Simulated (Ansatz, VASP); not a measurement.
# One calculation of Na, two programs

File INCAR:

```
  PREC = Accurate
  ENCUT = 520
  EDIFF = 1E-6
  ISMEAR = -1
  SIGMA = 0.1
  LREAL = False
  LASPH = True
  NELM = 80
  ALGO = Normal
  ISIF = 2
  LWAVE = False
  LCHARG = True
  GGA = RP
  LELF = True
  LVHAR = True
  NBANDS = 22
```

KPOINTS

```
Automatic mesh
0
Gamma
  11 11 3
```

The input POSCAR:

```
Na
1.0
    3.6689825383      0.0000000000      0.0000000000
   -1.8344912691      3.1774320842      0.0000000000
    0.0000000000      0.0000000000     11.9292013252
Na
4
Direct
    0.0000000000      0.0000000000      1.0000000000
    0.0000000000      0.0000000000      0.5000000000
    0.3333333333      0.6666666667      0.2500000000
    0.6666666667      0.3333333333      0.7500000000
```

Input for Ansatz:

```yaml
crystal:
  lattice:
    - [3.6689825383, 0.0, 0.0]
    - [-1.8344912691, 3.1774320842, 0.0]
    - [0.0, 0.0, 11.9292013252]
  atoms:
    - { symbol: Na, position: [0.0, 0.0, 1.0] }
    - { symbol: Na, position: [0.0, 0.0, 0.5] }
    - { symbol: Na, position: [0.3333333333, 0.6666666667, 0.25] }
    - { symbol: Na, position: [0.6666666667, 0.3333333333, 0.75] }
hamiltonian:
  xc: rpbe
  pseudopotentials:
    kind: paw
    azcp:
      Na: "pseudopotentials/Na.paw.azcp"
basis:
  ecutwfc: 420
  fft_grid_basis: typed
kpoints:
  mp_grid: { grid: [11, 11, 3], shift: [0, 0, 0] }
magnetization:
  spin_polarized: false
scf:
  occupations: { method: fermi_dirac, width: 0.1 }
  lower_state_search: "off"
output:
  stress: true
  write_density: true
  write_potential: true
  elf: true
  volumetric_format: npy
```

Alike in both runs: task single point; functional RPBE; k mesh 11 × 11 × 3; occupations fermi-dirac, width 0.1 eV; no spin polarisation.

|  | VASP | Ansatz |
| --- | --- | --- |
| version | VASP 6.6.1 | Ansatz 0.2.0 |
| potentials or method | VASP PAW PBE potentials, release 64 (Na_pv), cutoff 520 eV | plane waves (420 eV) with PAW, scalar-relativistic |
| valence electrons in the cell | 28 | 36 |

|  | VASP | Ansatz | Ansatz less VASP |
| --- | --- | --- | --- |
| pressure (GPa) | 1.2 | 1.2 | 0.00 |
| traceless stress, the component that is largest in VASP (GPa) | 0.15 | 0.16 | +0.003 |

VASP's potentials were made for PBE, not for RPBE. VASP's potentials hold 28 valence electrons a cell and Ansatz's 36, so a difference there can come from the potentials and not from the codes.
